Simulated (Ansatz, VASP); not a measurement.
## HfO2: VASP beside Ansatz

Contents of INCAR:

```
AGGAC = 1.0 ; AGGAX = 1.0
ALDAC = 0.0 ; ALDAX = 1.0
ALGO = Normal ; EDIFF = 1E-6
ENCUT = 520 ; GGA = B5
ISIF = 2 ; ISMEAR = -1
LASPH = True ; LCHARG = False
LREAL = False ; LWAVE = False
NBANDS = 31 ; NELM = 100
PREC = Accurate ; SIGMA = 0.05
```

File KPOINTS:

```
k-points
0
Gamma
  8 8 5
```

POSCAR

```
HfO2
1.0
    3.5580193300      0.0000000000      0.0000000000
    0.0000000000      3.5580193300      0.0000000000
    0.0000000000      0.0000000000      5.1718612100
Hf O
2 4
Direct
    0.0000000000      0.0000000000      0.0000000000
    0.5000000000      0.5000000000      0.5000000000
    0.0000000000      0.5000000000      0.1972078800
    0.5000000000      0.0000000000      0.3027921200
    0.5000000000      0.0000000000      0.8027921200
    0.0000000000      0.5000000000      0.6972078800
```

input.yaml

```yaml
crystal:
  lattice:
    - [3.55801933, 0.0, 0.0]
    - [0.0, 3.55801933, 0.0]
    - [0.0, 0.0, 5.17186121]
  atoms:
    - { symbol: Hf, position: [0.0, 0.0, 0.0] }
    - { symbol: Hf, position: [0.5, 0.5, 0.5] }
    - { symbol: O, position: [0.0, 0.5, 0.19720788] }
    - { symbol: O, position: [0.5, 0.0, 0.30279212] }
    - { symbol: O, position: [0.5, 0.0, 0.80279212] }
    - { symbol: O, position: [0.0, 0.5, 0.69720788] }
hamiltonian:
  xc: blyp
  pseudopotentials: { kind: paw }
kpoints:
  mp_grid: { grid: [8, 8, 5] }
  band_path:
    path:
      - [[0.0, 0.0, 0.0], [0.0, 0.5, 0.0], [0.5, 0.5, 0.0], [0.0, 0.0, 0.0], [0.0, 0.0, 0.5], [0.0, 0.5, 0.5], [0.5, 0.5, 0.5], [0.0, 0.0, 0.5]]
      - [[0.0, 0.5, 0.0], [0.0, 0.5, 0.5]]
      - [[0.5, 0.5, 0.0], [0.5, 0.5, 0.5]]
    npoints: 14
scf:
  occupations: { method: fermi_dirac, width: 0.05 }
  n_extra_bands: 15
output:
  forces: true
  stress: true
  eigenvalues: true
  fatbands: false
```

Alike in both runs: functional BLYP; k mesh 8 × 8 × 5; occupations fermi-dirac, width 0.05 eV; no spin polarisation.

|  | VASP | Ansatz |
| --- | --- | --- |
| version | VASP 6.6.1 | Ansatz 0.2.0 |
| potentials or method | VASP PAW PBE potentials, release 64 (Hf_pv, O) | Ansatz PAW |
| plane-wave cutoff (eV) | 520 | 420 |
| valence electrons in the cell | 44 | 76 |
| task | single point | band structure |

|  | VASP | Ansatz | Ansatz less VASP |
| --- | --- | --- | --- |
| gap on the k mesh at the Fermi level (eV) | 4.79 | 4.81 | +0.023 |
| least direct gap on the mesh (eV) | 4.85 | 4.87 | +0.015 |
| pressure (GPa) | 14.1 | 16.8 | +2.72 |
| traceless stress, the component that is largest in VASP (GPa) | -0.71 | -0.72 | -0.006 |
| rms of the force components (eV/Å) | 0.067 | 0.078 | +0.0114 |

VASP's potentials were made for PBE, not for BLYP. Atom by atom the forces differ by 0.011 eV/Å (rms over components). VASP's potentials hold 44 valence electrons a cell and Ansatz's 76, so a difference there can come from the potentials and not from the codes.

Spin-orbit coupling is off throughout.
